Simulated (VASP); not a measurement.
# Sn2GeN2 (P-3m1) in VASP: a series of runs

Sn2GeN2 is run at these levels: PBE; tasks: relaxation of cell and atoms.

Program: VASP 6.6.1. These are calculated values, not measurements. Logs are shortened: lines on timing, memory, paths and dates and some standing lists are left out, and cuts for length are marked.

## (1) The cell of the first run

It takes space group P-3m1 (No. 164, trigonal). The conventional cell has a = 3.137 Å, b = 3.137 Å, c = 9.887 Å, α = 90.00°, β = 90.00°, γ = 120.00°. Sn (site symmetry 3m) has 1 N at 2.11 Å within 2.8 Å. Ge (site symmetry -3m) has 6 N at 2.07 Å within 2.7 Å. Within 2.8 Å of N (site symmetry 3m) lie 3 Ge at 2.07 Å and 1 Sn at 2.11 Å and 3 N at 2.71 Å.

The cell was generated, and may not be a known phase.

## (2) Relaxation of cell and atoms, PBE

INCAR reads:

```
SYSTEM = Sn2GeN2
  PREC = Accurate
  ENCUT = 600
  EDIFF = 1E-6
  ISMEAR = 0
  SIGMA = 0.1
  LREAL = .False.
  LASPH = .True.
  NELM = 60
  ALGO = Normal
  ISIF = 3
  LWAVE = .False.
  LCHARG = .False.
  GGA = PE
  IBRION = 2
  NSW = 100
  EDIFFG = -0.01
```

KPOINTS reads:

```
Automatic mesh
0
Gamma
  12 12 4
  0 0 0
```

POSCAR reads:

```
Sn2GeN2
1.0
    3.1369605574      0.0000000000      0.0000000000
   -1.5684802787      2.7166875333      0.0000000000
    0.0000000000      0.0000000000      9.8873462949
Sn Ge N
2 1 2
Direct
    0.3333333333      0.6666666667      0.3157386316
    0.6666666667      0.3333333333      0.6842613684
    0.0000000000      0.0000000000      0.0000000000
    0.3333333333      0.6666666667      0.1020432418
    0.6666666667      0.3333333333      0.8979567582
```

Potentials or basis: VASP PAW PBE potentials, release 64 (Sn_d, Ge_d, N).

Started as:

```sh
> cat potpaw_PBE.64/Sn_d/POTCAR potpaw_PBE.64/Ge_d/POTCAR potpaw_PBE.64/N/POTCAR > POTCAR
> mpirun -np 1 vasp_std > vasp.out
```

OUTCAR:

```text
SYSTEM = Sn2GeN2
   PREC = Accurate
   ENCUT = 600
   EDIFF = 1E-6
   ISMEAR = 0
   LREAL = .False.
   LASPH = .True.
   NELM = 60
   ISIF = 3
   GGA = PE
   IBRION = 2
   NSW = 100
   EDIFFG = -0.01

 ion  position               nearest neighbor table
   1  0.333  0.667  0.316-   4 2.11
   2  0.667  0.333  0.684-   5 2.11
   3  0.000  0.000  0.000-   4 2.07   5 2.07   4 2.07   5 2.07   5 2.07   4 2.07
   4  0.333  0.667  0.102-   3 2.07   3 2.07   3 2.07   1 2.11
   5  0.667  0.333  0.898-   3 2.07   3 2.07   3 2.07   2 2.11

  LATTYP: Found a hexagonal cell.
 ALAT       =     3.1369605574
 C/A-ratio  =     3.1518873489

  Lattice vectors:

 A1 = (   3.1369605574,   0.0000000000,   0.0000000000)
 A2 = (  -1.5684802787,   2.7166875333,   0.0000000000)
 A3 = (   0.0000000000,   0.0000000000,   9.8873462949)

Analysis of symmetry for initial positions (statically):
=====================================================================
 Subroutine PRICEL returns:
 Original cell was already a primitive cell.

 Routine SETGRP: Setting up the symmetry group for a
 hexagonal supercell.

 Subroutine GETGRP returns: Found 12 space group operations
 (whereof 12 operations were pure point group operations)
 out of a pool of 24 trial point group operations.

The static configuration has the point symmetry D_3d.

Analysis of symmetry for dynamics (positions and initial velocities):
=====================================================================
 Subroutine PRICEL returns:
 Original cell was already a primitive cell.

 Routine SETGRP: Setting up the symmetry group for a
 hexagonal supercell.

 Subroutine GETGRP returns: Found 12 space group operations
 (whereof 12 operations were pure point group operations)
 out of a pool of 24 trial point group operations.

The dynamic configuration has the point symmetry D_3d.

 Subroutine INISYM returns: Found 12 space group operations
 (whereof 12 operations are pure point group operations),
 and found     1 'primitive' translations

----------------------------------------------------------------------------------------

                                     Primitive cell

  volume of cell :      84.2614

  direct lattice vectors                    reciprocal lattice vectors
     3.136960557  0.000000000  0.000000000     0.318779909  0.184047666  0.000000000
    -1.568480279  2.716687533  0.000000000     0.000000000  0.368095332  0.000000000
     0.000000000  0.000000000  9.887346295     0.000000000  0.000000000  0.101139373

  length of vectors
     3.136960557  3.136960557  9.887346295     0.368095332  0.368095332  0.101139373

  position of ions in fractional coordinates (direct lattice)
     0.333333333  0.666666667  0.315738632
     0.666666667  0.333333333  0.684261368
     0.000000000  0.000000000  0.000000000
     0.333333333  0.666666667  0.102043242
     0.666666667  0.333333333  0.897956758

  ion indices of the primitive-cell ions
   primitive index   ion index
                 1           1
                 2           2
                 3           3
                 4           4
                 5           5

----------------------------------------------------------------------------------------

 KPOINTS: Automatic mesh

Automatic generation of k-mesh.
 Grid dimensions read from file:
 generate k-points for:   12   12    4

 Generating k-lattice:

  Cartesian coordinates                     Fractional coordinates (reciprocal lattice)
     0.026564992  0.015337306  0.000000000     0.083333333 -0.000000000  0.000000000
     0.000000000  0.030674611  0.000000000     0.000000000  0.083333333  0.000000000
     0.000000000  0.000000000  0.025284843     0.000000000  0.000000000  0.250000000

  Length of vectors
     0.030674611  0.030674611  0.025284843

  Shift w.r.t. Gamma in fractional coordinates (k-lattice)
     0.000000000  0.000000000  0.000000000

 Subroutine IBZKPT returns following result:
 ===========================================

 Found     69 irreducible k-points:

 Following reciprocal coordinates:
            Coordinates               Weight
  0.000000  0.000000  0.000000      1.000000
  0.083333 -0.000000  0.000000      6.000000
  0.166667  0.000000  0.000000      6.000000
  0.250000  0.000000  0.000000      6.000000
  0.333333  0.000000  0.000000      6.000000
  0.416667  0.000000  0.000000      6.000000
[... 16 lines left out ...]
  0.166667  0.000000  0.250000      6.000000
  0.000000  0.166667  0.250000      6.000000
 [... further k-points ...]
   k-points           NKPTS =     69   k-points in BZ     NKDIM =     69   number of bands    NBANDS=     31
   number of dos      NEDOS =    301   number of ions     NIONS =      5
   total plane-waves  NPLWV =  62720
   dimension x,y,z NGX =    28 NGY =   28 NGZ =   80
   dimension x,y,z NGXF=    56 NGYF=   56 NGZF=  160
   ions per type =               2   1   2
   NGX,Y,Z   is equivalent  to a cutoff of  14.84, 14.84, 13.45 a.u.
   NGXF,Y,Z  is equivalent  to a cutoff of  29.68, 29.68, 26.90 a.u.
 SYSTEM =  Sn2GeN2
   PREC   = accura    normal or accurate (medium, high low for compatibility)
   ISTART =      0    job   : 0-new  1-cont  2-samecut
   ICHARG =      2    charge: 1-file 2-atom 10-const
   ISPIN  =      1    spin polarized calculation?
   LNONCOLLINEAR =      F non collinear calculations
   LSORBIT =      F    spin-orbit coupling
   LASPH  =      T    aspherical Exc in radial PAW
   ENCUT  =  600.0 eV  44.10 Ry    6.64 a.u.   6.27  6.27 19.75*2*pi/ulx,y,z
   NELM   =     60;   NELMIN=  2; NELMDL= -5     # of ELM steps
   EDIFF  = 0.1E-05   stopping-criterion for ELM
   LREAL  =      F    real-space projection
   EDIFFG = -.1E-01   stopping-criterion for IOM
   NSW    =    100    number of steps for IOM
   IBRION =      2    ionic relax: 0-MD 1-quasi-New 2-CG
   NFREE  =      1    steps in history (QN), initial steepest desc. (CG)
   ISIF   =      3    stress and relaxation
   ISYM   =      2    0-nonsym 1-usesym 2-fastsym
   POTIM  = 0.5000    time-step for ionic-motion
   TEBEG  =    0.0;   TEEND  =   0.0 temperature during run
   PSTRESS=    0.0 pullay stress
   NELECT =      52.0000    total number of electrons
   NUPDOWN=      -1.0000    fix difference up-down
   EMIN   =  10.00;   EMAX   =-10.00  energy-range for DOS
   EFERMI =   0.00;   METHOD = LEGACY
   ISMEAR =     0;   SIGMA  =   0.10  broadening in eV -4-tet -1-fermi 0-gaus
   EFERMI_NEDOS =   21; number of points for ismear=-14 and -15
   IALGO  =     38    algorithm
   IMIX   =      4    mixing-type and parameters
     AMIX     =   0.40;   BMIX     =  1.00
     AMIX_MAG =   1.60;   BMIX_MAG =  1.00
  volume/ion in A,a.u.               =      16.85       113.72
  Fermi-wavevector in a.u.,A,eV,Ry     =   1.393798  2.633896 26.431662  1.942672
  Thomas-Fermi vector in A             =   2.517409
   LORBIT       =      0    0 simple, 1 ext, 2 COOP (PROOUT), +10 PAW based schemes
   GGA     = PE    functional components
   LHFCALC =     F    Hartree Fock is set to
   AEXX    =    0.0000 exact exchange contribution
   IVDW    =     0    specifies the selected vdW correction
   LEPSILON=     F    determine dielectric tensor
   LRPA    =     F    only Hartree local field effects (RPA)
 conjugate gradient relaxation of ions
 non-spin polarized calculation
 Gauss-broadening in eV      SIGMA  =   0.10
  energy-cutoff  :      600.00
  volume of cell :       84.26
 maximum number of plane-waves:      2835
 NGX is ok and might be reduce to    28
   NGX = 13   NGY = 13   NGZ = 39

--------------------------------------- Ionic step        1  -------------------------------------------

 number of electron      52.0000009 magnetization

 Free energy of the ion-electron system (eV)
  ---------------------------------------------------
  ext. energy  EPLUGINS =         0.00000000
  ---------------------------------------------------
  free energy    TOTEN  =       -27.75405556 eV

  energy without entropy =      -27.74820613  energy(sigma->0) =      -27.75113085

------------------------ aborting loop because EDIFF is reached ----------------------------------------

  FORCE on cell =-STRESS in cart. coord.  units (eV):
  Direction    XX          YY          ZZ          XY          YZ          ZX
  --------------------------------------------------------------------------------------
  -------------------------------------------------------------------------------------
  Total        0.4739292      0.4739292     -0.2208267      0.0000000      0.0000000      0.0000000
  in kB        9.0114684      9.0114684     -4.1988817      0.0000000      0.0000000      0.0000000
  external PRESSURE =       4.6080184 kB  Pullay stress =       0.0000000 kB
[... 98 lines left out ...]
  FREE ENERGIE OF THE ION-ELECTRON SYSTEM (eV)
  ---------------------------------------------------
  free  energy   TOTEN  =       -27.7556884073 eV

  energy  without entropy=      -27.7498625616  energy(sigma->0) =      -27.75277548

[... ionic steps 4 to 13 ...]

--------------------------------------- Ionic step       14  -------------------------------------------

 number of electron      52.0000010 magnetization

------------------------ aborting loop because EDIFF is reached ----------------------------------------

  FORCE on cell =-STRESS in cart. coord.  units (eV):
  Direction    XX          YY          ZZ          XY          YZ          ZX
  --------------------------------------------------------------------------------------
  -------------------------------------------------------------------------------------
  Total       -0.0325875     -0.0325875     -0.0930775      0.0000000      0.0000000      0.0000000
  in kB       -0.6173624     -0.6173624     -1.7633328      0.0000000      0.0000000      0.0000000
  external PRESSURE =      -0.9993525 kB  Pullay stress =       0.0000000 kB
[... 63 lines left out ...]
  energy  without entropy=      -27.7498848877  energy(sigma->0) =      -27.75293194

--------------------------------------- Ionic step       16  -------------------------------------------

 number of electron      52.0000010 magnetization

 Free energy of the ion-electron system (eV)
  ---------------------------------------------------
  ext. energy  EPLUGINS =         0.00000000
  ---------------------------------------------------
  free energy    TOTEN  =       -27.75598796 eV

  energy without entropy =      -27.74987448  energy(sigma->0) =      -27.75293122

 E-fermi :   7.4087     XC(G=0): -10.8117

 val. band max:        7.3937510144   @ k =   0.3333   0.0833   0.0000
 cond. band min:       7.4088492366   @ k =   0.3333   0.2500   0.0000
 fundamental gap:      0.0150982222
 Fermi energy:         7.4087247725

 k-point     1 :       0.0000    0.0000    0.0000
  band No.  band energies     occupation
      1     -17.0976      2.00000
      2     -17.0800      2.00000
      3     -17.0800      2.00000
      4     -17.0329      2.00000
      5     -17.0329      2.00000
      6     -14.0840      2.00000
[... 805 lines left out ...]
     30      13.4483      0.00000
     31      13.5072      0.00000

 [... further k-points ...]
[... 5 lines left out ...]
  --------------------------------------------------------------------------------------
  -------------------------------------------------------------------------------------
  Total       -0.0328681     -0.0328681     -0.0496474     -0.0000000      0.0000000     -0.0000000
  in kB       -0.6228515     -0.6228515     -0.9408200     -0.0000000      0.0000000     -0.0000000
  external PRESSURE =      -0.7288410 kB  Pullay stress =       0.0000000 kB
[... 20 lines left out ...]
  FREE ENERGIE OF THE ION-ELECTRON SYSTEM (eV)
  ---------------------------------------------------
  free  energy   TOTEN  =       -27.7559879636 eV

  energy  without entropy=      -27.7498744842  energy(sigma->0) =      -27.75293122

 reached required accuracy - stopping structural energy minimisation
```

It took 12 min on 1 thread of Intel Xeon 6975P-C (Granite Rapids), shared host; peak memory 0.39 GiB.

What came out:

```
Free energy                           : -27.7560 eV
Relaxed volume                        : 16.91 Å³/atom
Relaxed cell                          : a = 3.148 Å, b = 3.148 Å, c = 9.853 Å, α = 90.00°, β = 90.00°, γ = 120.00°
Space group after relaxing (to 0.1 Å) : P-3m1 (No. 164)
Energy gained by relaxing             : 0.4 meV/atom
Ionic steps                           : 16
Pressure after relaxing               : -0.1 GPa
Largest force after relaxing          : 0.009 eV/Å
Band gap on the k mesh                : zero (bands 26 and 27 overlap by 3.07 eV)
```

Forces in eV/Å, atoms in the order of the input:
```
Sn   0.000  0.000  0.004
Sn   0.000  0.000 -0.004
Ge   0.000  0.000  0.000
N    0.000  0.000 -0.009
N    0.000  0.000  0.009
```

Step by step:
| step | energy change (eV) | largest force (eV/Å) | pressure (GPa) | volume (Å³) |
| --- | --- | --- | --- | --- |
| 1 | 0.0000 | 0.0778 | 0.46 | 84.26 |
| 2 | -0.0009 | 0.0965 | -0.14 | 84.85 |
| 3 | -0.0016 | 0.0367 | 0.10 | 84.61 |
| 4 | -0.0017 | 0.0121 | -0.13 | 84.76 |
| 5 | -0.0017 | 0.0111 | 0.04 | 84.70 |
| 6 | -0.0017 | 0.0038 | -0.11 | 84.72 |
| 7 | -0.0017 | 0.0082 | -0.04 | 84.71 |
| 8 | -0.0017 | 0.0108 | -0.03 | 84.69 |
| 9 | -0.0018 | 0.0148 | -0.02 | 84.67 |
| 10 | -0.0018 | 0.0142 | 0.01 | 84.64 |
| 11 | -0.0019 | 0.0194 | 0.07 | 84.55 |
| 12 | -0.0019 | 0.0133 | -0.04 | 84.56 |
| 13 | -0.0019 | 0.0043 | -0.10 | 84.57 |
| 14 | -0.0019 | 0.0028 | -0.10 | 84.57 |
| 15 | -0.0019 | 0.0033 | -0.08 | 84.56 |
| 16 | -0.0019 | 0.0092 | -0.07 | 84.55 |

Final structure:
```xyz
5
Lattice="3.1477 0.0000 0.0000 -1.5739 2.7260 0.0000 0.0000 0.0000 9.8531" Properties=species:S:1:pos:R:3 pbc="T T T"
Sn    0.0000    1.8173    3.1188
Sn    1.5739    0.9087    6.7343
Ge    0.0000    0.0000    0.0000
N     0.0000    1.8173    1.0097
N     1.5739    0.9087    8.8434
```

Caveat: spin-orbit coupling is left out, which moves the levels of the heavy elements.

## (3) Relaxation of cell and atoms, PBE

INCAR: that of step 2 with these lines changed.

```diff
@@ -9,3 +9,3 @@
   NELM = 60
-  ALGO = Normal
+  ALGO = Fast
   ISIF = 3
```

KPOINTS is that of step 2.

POSCAR is that of step 2.

Potentials or basis: VASP PAW PBE potentials, release 64 (Sn_d, Ge_d, N).

Started as:

```sh
> cat potpaw_PBE.64/Sn_d/POTCAR potpaw_PBE.64/Ge_d/POTCAR potpaw_PBE.64/N/POTCAR > POTCAR
> mpirun -np 1 vasp_std > vasp.out
```

It took 35 min on 1 thread of Oxide Virtual Turin-like, shared host; peak memory 0.37 GiB.

The run converged. Its results:

```yaml
Free_energy: -27.7560 eV
Relaxed_volume: 16.90 Å³/atom
Relaxed_cell: a = 3.147 Å, b = 3.147 Å, c = 9.850 Å, α = 90.00°, β = 90.00°, γ = 120.00°
Space_group_after_relaxing_to_0.1_Å: P-3m1 (No. 164)
Energy_gained_by_relaxing: 0.4 meV/atom
Ionic_steps: 25
Pressure_after_relaxing: 0.0 GPa
Largest_force_after_relaxing: 0.010 eV/Å
Band_gap_on_the_k_mesh: zero (bands 26 and 27 overlap by 3.07 eV)
```

Forces in eV/Å, atoms in the order of the input:
```
Sn   0.000  0.000 -0.002
Sn   0.000  0.000  0.002
Ge   0.000  0.000  0.000
N    0.000  0.000  0.010
N    0.000  0.000 -0.010
```

Stress tensor (GPa, compression positive):
```
-0.02  0.00  0.00
 0.00 -0.02  0.00
 0.00  0.00 -0.09
```

Step by step:
| step | energy change (eV) | largest force (eV/Å) | pressure (GPa) | volume (Å³) |
| --- | --- | --- | --- | --- |
| 1 | 0.0000 | 0.0770 | 0.44 | 84.26 |
| 2 | -0.0009 | 0.0951 | -0.10 | 84.83 |
| 3 | -0.0016 | 0.0381 | 0.09 | 84.60 |
| 4 | -0.0017 | 0.0105 | -0.17 | 84.75 |
| 5 | -0.0017 | 0.0130 | -0.04 | 84.70 |
| 6 | -0.0017 | 0.0076 | -0.03 | 84.71 |
| 7 | -0.0017 | 0.0049 | -0.09 | 84.72 |
| 8 | -0.0017 | 0.0111 | -0.03 | 84.71 |
| 9 | -0.0017 | 0.0055 | -0.03 | 84.71 |
| 10 | -0.0017 | 0.0112 | -0.06 | 84.70 |
| 11 | -0.0017 | 0.0138 | -0.06 | 84.70 |
| 12 | -0.0018 | 0.0158 | -0.02 | 84.67 |
| 13 | -0.0018 | 0.0191 | 0.01 | 84.63 |
| 14 | -0.0018 | 0.0257 | 0.06 | 84.54 |
| 15 | -0.0018 | 0.0225 | 0.10 | 84.53 |
| 16 | -0.0018 | 0.0189 | 0.09 | 84.50 |
| 17 | -0.0019 | 0.0245 | 0.17 | 84.44 |
| 18 | -0.0019 | 0.0210 | -0.03 | 84.46 |
| 19 | -0.0019 | 0.0198 | -0.04 | 84.47 |
| 20 | -0.0020 | 0.0170 | -0.10 | 84.49 |
| 21 | -0.0019 | 0.0180 | 0.03 | 84.48 |
| 22 | -0.0020 | 0.0173 | -0.09 | 84.48 |
| 23 | -0.0020 | 0.0180 | -0.07 | 84.48 |
| 24 | -0.0020 | 0.0175 | -0.03 | 84.48 |
| 25 | -0.0020 | 0.0099 | -0.04 | 84.48 |

Final structure:
```cif
data_structure
_symmetry_space_group_name_H-M 'P 1'
_symmetry_Int_Tables_number 1
_cell_length_a 3.1469
_cell_length_b 3.1469
_cell_length_c 9.8503
_cell_angle_alpha 90.000
_cell_angle_beta 90.000
_cell_angle_gamma 120.000
_cell_volume 84.48
loop_
_atom_site_label
_atom_site_type_symbol
_atom_site_fract_x
_atom_site_fract_y
_atom_site_fract_z
_atom_site_occupancy
Sn1 Sn 0.33333 0.66667 0.31659 1
Sn2 Sn 0.66667 0.33333 0.68341 1
Ge1 Ge 0.00000 0.00000 0.00000 1
N1 N 0.33333 0.66667 0.10242 1
N2 N 0.66667 0.33333 0.89758 1
```

Levels at points of the mesh, in eV from the Fermi level:
| k point | band 22 | band 23 | band 24 | band 25 | band 26 | band 27 | band 28 | band 29 | band 30 | band 31 |
| --- | --- | --- | --- | --- | --- | --- | --- | --- | --- | --- |
| (0.00, 0.00, 0.00) | -1.37 | -1.37 | -1.30 | -1.30 | -0.34 | 3.46 | 3.64 | 4.81 | 7.72 | 7.72 |
| (0.50, 0.00, 0.00) | -3.71 | -3.54 | -2.81 | -2.39 | -1.21 | -1.02 | 2.81 | 3.91 | 4.81 | 5.03 |
| (0.00, 0.00, 0.50) | -1.37 | -1.37 | -1.30 | -1.30 | 1.40 | 1.78 | 4.04 | 5.13 | 7.70 | 7.70 |
| (0.50, 0.00, 0.50) | -3.71 | -3.61 | -3.46 | -1.55 | -1.42 | -1.02 | 2.81 | 4.10 | 4.83 | 5.06 |

Caveat: spin-orbit coupling is left out, which moves the levels of the heavy elements.

The gap in the log of VASP goes by the Fermi energy; the results here count the filled bands.